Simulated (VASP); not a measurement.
# CuI (P6_3/mmc) in VASP: a series of runs

Runs on CuI. Level: PBE. Tasks: single point.

Everything below comes from runs of VASP 6.6.1. Logs are shortened: lines on timing, memory, paths and dates and some standing lists are left out, and cuts for length are marked.

**1. The cell of the first run**

Symmetry: P6_3/mmc, No. 194, hexagonal system. The conventional cell has a = 4.376 Å, b = 4.376 Å, c = 7.254 Å, α = 90.00°, β = 90.00°, γ = 120.00°. Cu (site symmetry -6m2) has 3 I at 2.53 Å within 3.3 Å. Within 3.3 Å of I (site symmetry -6m2) lie 3 Cu at 2.53 Å.

**2. Single point, PBE**

File INCAR:

```
ALGO     = Normal         # electronic algorithm
EDIFF    = 1E-6           # SCF threshold, eV
ENCUT    = 520            # plane-wave cutoff, eV
GGA      = PE             # functional
ISIF     = 2              # what is computed and relaxed
ISMEAR   = 0              # smearing method
LASPH    = True           # aspherical terms in the spheres
LCHARG   = False          # write CHGCAR
LREAL    = False          # projectors in reciprocal space
LWAVE    = False          # write WAVECAR
NBANDS   = 26             # bands
NELM     = 60             # most SCF steps
PREC     = Accurate       # precision mode
SIGMA    = 0.01           # smearing width, eV
```

File KPOINTS:

```
k-points
0
Gamma
  6 6 4
```

File POSCAR:

```
CuI
1.0
    4.3755375000      0.0000000000      0.0000000000
   -2.1877687500      3.7893266302      0.0000000000
    0.0000000000      0.0000000000      7.2537938901
Cu I
2 2
Direct
    0.3333333333      0.6666666667      0.2500000000
    0.6666666667      0.3333333333      0.7500000000
    0.6666666667      0.3333333333      0.2500000000
    0.3333333333      0.6666666667      0.7500000000
```

Potentials or basis: VASP PAW PBE potentials, release 64 (Cu, I).

Command:

```console
$ cat potpaw_PBE.64/Cu/POTCAR potpaw_PBE.64/I/POTCAR > POTCAR
$ mpirun -np 1 vasp_std > vasp.out
```

OUTCAR:

```text
EDIFF = 1E-6
   ENCUT = 520
   GGA = PE
   ISIF = 2
   ISMEAR = 0
   LASPH = True
   LREAL = False
   NELM = 60
   PREC = Accurate

 ion  position               nearest neighbor table
   1  0.333  0.667  0.250-   3 2.53   3 2.53   3 2.53
   2  0.667  0.333  0.750-   4 2.53   4 2.53   4 2.53
   3  0.667  0.333  0.250-   1 2.53   1 2.53   1 2.53
   4  0.333  0.667  0.750-   2 2.53   2 2.53   2 2.53

  LATTYP: Found a hexagonal cell.
 ALAT       =     4.3755375000
 C/A-ratio  =     1.6578063587

  Lattice vectors:

 A1 = (   4.3755375000,   0.0000000000,   0.0000000000)
 A2 = (  -2.1877687500,   3.7893266302,   0.0000000000)
 A3 = (   0.0000000000,   0.0000000000,   7.2537938901)

Analysis of symmetry for initial positions (statically):
=====================================================================
 Subroutine PRICEL returns:
 Original cell was already a primitive cell.

 Routine SETGRP: Setting up the symmetry group for a
 hexagonal supercell.

 Subroutine GETGRP returns: Found 24 space group operations
 (whereof 12 operations were pure point group operations)
 out of a pool of 24 trial point group operations.

The static configuration has the point symmetry D_3d.
 The point group associated with its full space group is D_6h.

Analysis of symmetry for dynamics (positions and initial velocities):
=====================================================================
 Subroutine PRICEL returns:
 Original cell was already a primitive cell.

 Routine SETGRP: Setting up the symmetry group for a
 hexagonal supercell.

 Subroutine GETGRP returns: Found 24 space group operations
 (whereof 12 operations were pure point group operations)
 out of a pool of 24 trial point group operations.

The dynamic configuration has the point symmetry D_3d.
 The point group associated with its full space group is D_6h.

 Subroutine INISYM returns: Found 24 space group operations
 (whereof 12 operations are pure point group operations),
 and found     1 'primitive' translations

----------------------------------------------------------------------------------------

                                     Primitive cell

  volume of cell :     120.2704

  direct lattice vectors                    reciprocal lattice vectors
     4.375537500  0.000000000  0.000000000     0.228543350  0.131949565  0.000000000
    -2.187768750  3.789326630  0.000000000     0.000000000  0.263899130  0.000000000
     0.000000000  0.000000000  7.253793890     0.000000000  0.000000000  0.137858894

  length of vectors
     4.375537500  4.375537500  7.253793890     0.263899130  0.263899130  0.137858894

  position of ions in fractional coordinates (direct lattice)
     0.333333333  0.666666667  0.250000000
     0.666666667  0.333333333  0.750000000
     0.666666667  0.333333333  0.250000000
     0.333333333  0.666666667  0.750000000

  ion indices of the primitive-cell ions
   primitive index   ion index
                 1           1
                 2           2
                 3           3
                 4           4

----------------------------------------------------------------------------------------

 KPOINTS: k-points

Automatic generation of k-mesh.
 Grid dimensions read from file:
 generate k-points for:    6    6    4

 Generating k-lattice:

  Cartesian coordinates                     Fractional coordinates (reciprocal lattice)
     0.038090558  0.021991594  0.000000000     0.166666667  0.000000000  0.000000000
     0.000000000  0.043983188  0.000000000     0.000000000  0.166666667  0.000000000
     0.000000000  0.000000000  0.034464723     0.000000000  0.000000000  0.250000000

  Length of vectors
     0.043983188  0.043983188  0.034464723

  Shift w.r.t. Gamma in fractional coordinates (k-lattice)
     0.000000000  0.000000000  0.000000000

 Subroutine IBZKPT returns following result:
 ===========================================

 Found     21 irreducible k-points:

 Following reciprocal coordinates:
            Coordinates               Weight
  0.000000  0.000000  0.000000      1.000000
  0.166667  0.000000  0.000000      6.000000
  0.333333  0.000000  0.000000      6.000000
  0.500000  0.000000  0.000000      3.000000
  0.166667  0.166667  0.000000      6.000000
  0.333333  0.166667  0.000000     12.000000
[... 13 lines left out ...]
  0.333333  0.166667  0.500000     12.000000
  0.333333  0.333333  0.500000      2.000000
   k-points           NKPTS =     21   k-points in BZ     NKDIM =     21   number of bands    NBANDS=     26
   number of dos      NEDOS =    301   number of ions     NIONS =      4
   total plane-waves  NPLWV =  69984
   dimension x,y,z NGX =    36 NGY =   36 NGZ =   54
   dimension x,y,z NGXF=    72 NGYF=   72 NGZF=  108
   ions per type =               2   2
   NGX,Y,Z   is equivalent  to a cutoff of  13.68, 13.68, 12.38 a.u.
   NGXF,Y,Z  is equivalent  to a cutoff of  27.36, 27.36, 24.75 a.u.
 SYSTEM =  unknown system
   PREC   = accura    normal or accurate (medium, high low for compatibility)
   ISTART =      0    job   : 0-new  1-cont  2-samecut
   ICHARG =      2    charge: 1-file 2-atom 10-const
   ISPIN  =      1    spin polarized calculation?
   LNONCOLLINEAR =      F non collinear calculations
   LSORBIT =      F    spin-orbit coupling
   LASPH  =      T    aspherical Exc in radial PAW
   ENCUT  =  520.0 eV  38.22 Ry    6.18 a.u.   8.14  8.14 13.49*2*pi/ulx,y,z
   NELM   =     60;   NELMIN=  2; NELMDL= -5     # of ELM steps
   EDIFF  = 0.1E-05   stopping-criterion for ELM
   LREAL  =      F    real-space projection
   EDIFFG = 0.1E-04   stopping-criterion for IOM
   NSW    =      0    number of steps for IOM
   IBRION =     -1    ionic relax: 0-MD 1-quasi-New 2-CG
   NFREE  =      0    steps in history (QN), initial steepest desc. (CG)
   ISIF   =      2    stress and relaxation
   ISYM   =      2    0-nonsym 1-usesym 2-fastsym
   POTIM  = 0.5000    time-step for ionic-motion
   TEBEG  =    0.0;   TEEND  =   0.0 temperature during run
   PSTRESS=    0.0 pullay stress
   NELECT =      36.0000    total number of electrons
   NUPDOWN=      -1.0000    fix difference up-down
   EMIN   =  10.00;   EMAX   =-10.00  energy-range for DOS
   EFERMI =   0.00;   METHOD = LEGACY
   ISMEAR =     0;   SIGMA  =   0.01  broadening in eV -4-tet -1-fermi 0-gaus
   EFERMI_NEDOS =   21; number of points for ismear=-14 and -15
   IALGO  =     38    algorithm
   IMIX   =      4    mixing-type and parameters
     AMIX     =   0.40;   BMIX     =  1.00
     AMIX_MAG =   1.60;   BMIX_MAG =  1.00
  volume/ion in A,a.u.               =      30.07       202.91
  Fermi-wavevector in a.u.,A,eV,Ry     =   1.095106  2.069450 16.316880  1.199257
  Thomas-Fermi vector in A             =   2.231423
   LORBIT       =      0    0 simple, 1 ext, 2 COOP (PROOUT), +10 PAW based schemes
   GGA     = PE    functional components
   LHFCALC =     F    Hartree Fock is set to
   AEXX    =    0.0000 exact exchange contribution
   IVDW    =     0    specifies the selected vdW correction
   LEPSILON=     F    determine dielectric tensor
   LRPA    =     F    only Hartree local field effects (RPA)
 non-spin polarized calculation
 Gauss-broadening in eV      SIGMA  =   0.01
  energy-cutoff  :      520.00
  volume of cell :      120.27
 maximum number of plane-waves:      3266
 NGX is ok and might be reduce to    36
   NGX = 17   NGY = 17   NGZ = 27

 number of electron      35.9999991 magnetization

 Free energy of the ion-electron system (eV)
  ---------------------------------------------------
  ext. energy  EPLUGINS =         0.00000000
  ---------------------------------------------------
  free energy    TOTEN  =       -10.79986010 eV

  energy without entropy =      -10.79986010  energy(sigma->0) =      -10.79986010

 E-fermi :   3.7513     XC(G=0):  -8.5379

 val. band max:        3.6526962717   @ k =   0.0000   0.0000   0.0000
 cond. band min:       4.8806217235   @ k =   0.0000   0.0000   0.0000
 fundamental gap:      1.2279254518
 Fermi energy:         3.7513412800

 k-point     1 :       0.0000    0.0000    0.0000
  band No.  band energies     occupation
      1     -10.0926      2.00000
      2      -9.7315      2.00000
      3      -0.6968      2.00000
      4      -0.4202      2.00000
      5      -0.4202      2.00000
      6      -0.2889      2.00000
[... 18 lines left out ...]
     25      10.4467      0.00000
     26      10.5254      0.00000

 k-point     2 :       0.1667    0.0000    0.0000
  band No.  band energies     occupation
      1      -9.9891      2.00000
      2      -9.6617      2.00000
      3      -0.7843      2.00000
      4      -0.6202      2.00000
      5      -0.5564      2.00000
      6      -0.3874      2.00000
[... 18 lines left out ...]
     25      10.0391      0.00000
     26      10.1520      0.00000

 k-point     3 :       0.3333    0.0000    0.0000
  band No.  band energies     occupation
      1      -9.7530      2.00000
      2      -9.5278      2.00000
      3      -1.5050      2.00000
      4      -1.2565      2.00000
      5      -0.2976      2.00000
      6      -0.1947      2.00000
[... 18 lines left out ...]
     25      10.8462      0.00000
     26      11.3110      0.00000

 k-point     4 :       0.5000    0.0000    0.0000
  band No.  band energies     occupation
      1      -9.6042      2.00000
      2      -9.4780      2.00000
      3      -1.8520      2.00000
      4      -1.5671      2.00000
      5      -0.2398      2.00000
      6       0.1073      2.00000
[... 18 lines left out ...]
     25      11.1553      0.00000
     26      11.3016      0.00000

 k-point     5 :       0.1667    0.1667    0.0000
  band No.  band energies     occupation
      1      -9.8176      2.00000
      2      -9.5595      2.00000
      3      -1.2070      2.00000
      4      -1.1142      2.00000
      5      -0.3762      2.00000
      6      -0.3035      2.00000
[... 18 lines left out ...]
     25      10.6837      0.00000
     26      10.8487      0.00000

 k-point     6 :       0.3333    0.1667    0.0000
  band No.  band energies     occupation
      1      -9.6082      2.00000
      2      -9.4763      2.00000
      3      -1.6457      2.00000
      4      -1.4621      2.00000
      5      -0.4940      2.00000
      6      -0.0830      2.00000
[... 340 lines left out ...]
 k-point    18 :       0.5000    0.0000    0.5000
  band No.  band energies     occupation
      1      -9.5399      2.00000
      2      -9.5399      2.00000
      3      -1.8190      2.00000
      4      -1.8190      2.00000
      5      -0.0750      2.00000
      6      -0.0750      2.00000
[... 18 lines left out ...]
     25      11.8130      0.00000
     26      11.8130      0.00000

 k-point    19 :       0.1667    0.1667    0.5000
  band No.  band energies     occupation
      1      -9.6912      2.00000
      2      -9.6912      2.00000
      3      -1.2541      2.00000
      4      -1.2541      2.00000
      5      -0.2743      2.00000
      6      -0.2743      2.00000
[... 18 lines left out ...]
     25      10.9492      0.00000
     26      10.9492      0.00000

 k-point    20 :       0.3333    0.1667    0.5000
  band No.  band energies     occupation
      1      -9.5413      2.00000
      2      -9.5413      2.00000
      3      -1.6644      2.00000
      4      -1.6644      2.00000
      5      -0.3161      2.00000
      6      -0.3161      2.00000
[... 18 lines left out ...]
     25      10.9304      0.00000
     26      10.9304      0.00000

 k-point    21 :       0.3333    0.3333    0.5000
  band No.  band energies     occupation
      1      -9.4899      2.00000
      2      -9.4899      2.00000
      3      -1.6209      2.00000
      4      -1.6209      2.00000
      5      -0.5978      2.00000
      6      -0.5978      2.00000
[... 18 lines left out ...]
     25      11.0535      0.00000
     26      11.0535      0.00000

------------------------ aborting loop because EDIFF is reached ----------------------------------------

  FORCE on cell =-STRESS in cart. coord.  units (eV):
  Direction    XX          YY          ZZ          XY          YZ          ZX
  --------------------------------------------------------------------------------------
  -------------------------------------------------------------------------------------
  Total        0.9446575      0.9446575      0.5334226      0.0000000     -0.0000000      0.0000000
  in kB       12.5842204     12.5842204      7.1059693      0.0000000     -0.0000000      0.0000000
  external PRESSURE =      10.7581367 kB  Pullay stress =       0.0000000 kB

 VOLUME and BASIS-vectors are now :
 -----------------------------------------------------------------------------
  energy-cutoff  :      520.00
  volume of cell :      120.27
      direct lattice vectors                 reciprocal lattice vectors
     4.375537500  0.000000000  0.000000000     0.228543350  0.131949565  0.000000000
    -2.187768750  3.789326630  0.000000000     0.000000000  0.263899130  0.000000000
     0.000000000  0.000000000  7.253793890     0.000000000  0.000000000  0.137858894

 POSITION                                       TOTAL-FORCE (eV/Angst)
 -----------------------------------------------------------------------------------
     -0.00000      2.52622      1.81345        -0.000000      0.000000      0.000000
      2.18777      1.26311      5.44035         0.000000     -0.000000      0.000000
      2.18777      1.26311      1.81345         0.000000     -0.000000      0.000000
     -0.00000      2.52622      5.44035        -0.000000      0.000000      0.000000
 -----------------------------------------------------------------------------------
    total drift:                               -0.000000      0.000000     -0.000000

  FREE ENERGIE OF THE ION-ELECTRON SYSTEM (eV)
  ---------------------------------------------------
  free  energy   TOTEN  =       -10.7998600955 eV

  energy  without entropy=      -10.7998600955  energy(sigma->0) =      -10.79986010
```

Wall time 2.3 min (1 thread of Intel Xeon 8259CL, shared host); peak memory 0.27 GiB.

What came out:

```
Free energy            : -10.7999 eV
Pressure               : 1.1 GPa
Band gap on the k mesh : 1.23 eV
```

Levels at points of the mesh, in eV from the valence-band top:
```tsv
k point	band 14	band 15	band 16	band 17	band 18	band 19	band 20	band 21	band 22	band 23
(0.00, 0.00, 0.00)	-1.51	-0.24	-0.24	0.00	0.00	1.23	1.28	4.88	4.88	5.58
(0.50, 0.00, 0.00)	-1.51	-1.51	-1.33	-1.29	-0.93	2.35	3.07	3.83	5.45	6.99
(0.00, 0.00, 0.50)	-1.43	-0.12	-0.12	-0.12	-0.12	1.72	1.72	5.10	5.10	5.10
(0.50, 0.00, 0.50)	-1.58	-1.41	-1.41	-0.84	-0.84	2.80	2.80	3.40	3.40	7.55
```

Caveat: spin-orbit coupling is left out, which moves the levels of the heavy elements.

**3. Single point, PBE (31.75 Å³/atom)**

This run uses another cell than the first one, of 31.75 Å³/atom.

File INCAR:

```
PREC     = Accurate       # precision mode
ENCUT    = 520            # plane-wave cutoff, eV
EDIFF    = 1E-6           # SCF threshold, eV
ISMEAR   = 0              # smearing method
SIGMA    = 0.01           # smearing width, eV
LREAL    = F              # projectors in reciprocal space
LASPH    = T              # aspherical terms in the spheres
NELM     = 80             # most SCF steps
ALGO     = Normal         # electronic algorithm
ISIF     = 2              # what is computed and relaxed
LWAVE    = F              # write WAVECAR
LCHARG   = T              # write CHGCAR
GGA      = PE             # functional
LELF     = T              # ELF
LVHAR    = T            
NBANDS   = 26             # bands
```

File KPOINTS:

```
regular mesh
0
Gamma
  6 6 4
```

File POSCAR:

```
CuI
1.0
    4.3004791912      0.0000000000      0.0000000000
   -2.1502395956      3.7243242280      0.0000000000
    0.0000000000      0.0000000000      7.9304611521
Cu I
2 2
Direct
    0.3333333333      0.6666666667      0.2500000000
    0.6666666667      0.3333333333      0.7500000000
    0.6666666667      0.3333333333      0.2500000000
    0.3333333333      0.6666666667      0.7500000000
```

Potentials or basis: VASP PAW PBE potentials, release 64 (Cu, I).

Command:

```console
$ cat potpaw_PBE.64/Cu/POTCAR potpaw_PBE.64/I/POTCAR > POTCAR
$ mpirun -np 1 vasp_std > vasp.out
```

OUTCAR:

```text
PREC = Accurate
   ENCUT = 520
   EDIFF = 1E-6
   ISMEAR = 0
   LREAL = F
   LASPH = T
   NELM = 80
   ISIF = 2
   GGA = PE

 ion  position               nearest neighbor table
   1  0.333  0.667  0.250-   3 2.48   3 2.48   3 2.48
   2  0.667  0.333  0.750-   4 2.48   4 2.48   4 2.48
   3  0.667  0.333  0.250-   1 2.48   1 2.48   1 2.48
   4  0.333  0.667  0.750-   2 2.48   2 2.48   2 2.48

  LATTYP: Found a hexagonal cell.
 ALAT       =     4.3004791912
[... 802 lines left out ...]

  FORCE on cell =-STRESS in cart. coord.  units (eV):
  Direction    XX          YY          ZZ          XY          YZ          ZX
  --------------------------------------------------------------------------------------
  -------------------------------------------------------------------------------------
  Total        2.6093747      2.6093747      0.2518625      0.0000000      0.0000000      0.0000000
  in kB       32.9142726     32.9142726      3.1769563      0.0000000      0.0000000      0.0000000
  external PRESSURE =      23.0018338 kB  Pullay stress =       0.0000000 kB

 VOLUME and BASIS-vectors are now :
 -----------------------------------------------------------------------------
  energy-cutoff  :      520.00
  volume of cell :      127.02
      direct lattice vectors                 reciprocal lattice vectors
     4.300479191  0.000000000  0.000000000     0.232532226  0.134252543  0.000000000
    -2.150239596  3.724324228  0.000000000     0.000000000  0.268505087  0.000000000
     0.000000000  0.000000000  7.930461152     0.000000000  0.000000000  0.126096072

 POSITION                                       TOTAL-FORCE (eV/Angst)
 -----------------------------------------------------------------------------------
     -0.00000      2.48288      1.98262         0.000000     -0.000000      0.000000
      2.15024      1.24144      5.94785        -0.000000      0.000000      0.000000
      2.15024      1.24144      1.98262        -0.000000      0.000000      0.000000
     -0.00000      2.48288      5.94785         0.000000     -0.000000      0.000000
 -----------------------------------------------------------------------------------
    total drift:                               -0.000000      0.000000      0.000000

  FREE ENERGIE OF THE ION-ELECTRON SYSTEM (eV)
  ---------------------------------------------------
  free  energy   TOTEN  =       -10.7742233099 eV

  energy  without entropy=      -10.7742233099  energy(sigma->0) =      -10.77422331
```

stdout:

```text
POSCAR found type information on POSCAR CuI
 POSCAR found :  2 types and       4 ions
 scaLAPACK will be used
 LDA part: xc-table for (Slater+PW92), standard interpolation
 POSCAR, INCAR and KPOINTS ok, starting setup
 FFT: planning ... GRIDC
 FFT: planning ... GRID_SOFT
 FFT: planning ... GRID
 WAVECAR not read
 entering main loop
```

Wall time 1.8 min (1 thread of Intel Xeon 8259CL, shared host); peak memory 0.26 GiB.

Results:

| Property | Result |
| --- | --- |
| Free energy | -10.7742 eV |
| Pressure | 2.3 GPa |
| Band gap on the k mesh | 1.32 eV |

Levels at points of the mesh, in eV from the valence-band top:
```csv
k point,band 15,band 16,band 17,band 18,band 19,band 20,band 21,band 22
"(0.00, 0.00, 0.00)",-0.14,-0.14,0.00,0.00,1.32,1.61,5.07,5.07
"(0.50, 0.00, 0.00)",-1.57,-1.46,-1.31,-0.96,2.62,3.04,3.42,4.67
"(0.00, 0.00, 0.50)",-0.07,-0.07,-0.07,-0.07,1.73,1.73,5.24,5.24
"(0.50, 0.00, 0.50)",-1.51,-1.51,-1.02,-1.02,2.82,2.82,3.33,3.33
```

Caveat: spin-orbit coupling is left out, which moves the levels of the heavy elements. A k mesh can miss the band edges.
